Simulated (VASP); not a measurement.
Write the native input for VASP 6.6.1 that does the following.

```
Task                   : single point
Functional             : PBEsol
Potentials or basis    : VASP PAW PBE potentials, release 64 (Ga_d, N)
Cutoff                 : 520 eV
k mesh                 : 12 × 12 × 6
Occupations            : gaussian, width 0.05 eV
Spin                   : no spin polarisation
Dipole correction      : no
Further INCAR settings : ALGO = Normal; EDIFF = 1e-06; NBANDS = 26
```

The structure of GaN lies in POSCAR:

```
GaN
1.0
    3.2780558418      0.0000000000      0.0000000000
   -1.6390279209      2.8388796340      0.0000000000
    0.0000000000      0.0000000000      5.1854260795
Ga N
2 2
Direct
    0.3333333333      0.6666666667      0.9991941071
    0.6666666667      0.3333333333      0.4991941071
    0.3333333333      0.6666666667      0.3758058929
    0.6666666667      0.3333333333      0.8758058929
```

This cell differs from its parent crystal: strain +0.030 along x and y, +0.000 along z.

The input as run:

INCAR

```
SYSTEM = GaN
PREC = Accurate ; ENCUT = 520
EDIFF = 1E-6 ; ISMEAR = 0
SIGMA = 0.05 ; LREAL = .False.
LASPH = .True. ; NELM = 60
ALGO = Normal ; ISIF = 2
LWAVE = .False. ; LCHARG = .False.
GGA = PS ; NBANDS = 26
```

KPOINTS

```
Automatic mesh
0
Gamma
  12 12 6
  0 0 0
```

Potentials or basis: VASP PAW PBE potentials, release 64 (Ga_d, N).

Run with:

```bash
$ cat potpaw_PBE.64/Ga_d/POTCAR potpaw_PBE.64/N/POTCAR > POTCAR
$ mpirun -np 1 vasp_std > vasp.out
```

Results of the run:

```json
{
  "Pressure": "-9.9 GPa",
  "Largest force": "0.238 eV/Å",
  "Band gap on the k mesh": "1.51 eV, direct"
}
```

Caveat: the cell differs from its parent crystal (strain +0.030 along x and y, +0.000 along z); the PAW data sets were made with another functional, which shifts forces and pressure a little.

Run time: 58 s on 1 thread of Intel(R) Xeon(R) Platinum 8488C (Sapphire Rapids), on a shared host, peak memory 0.21 GiB.
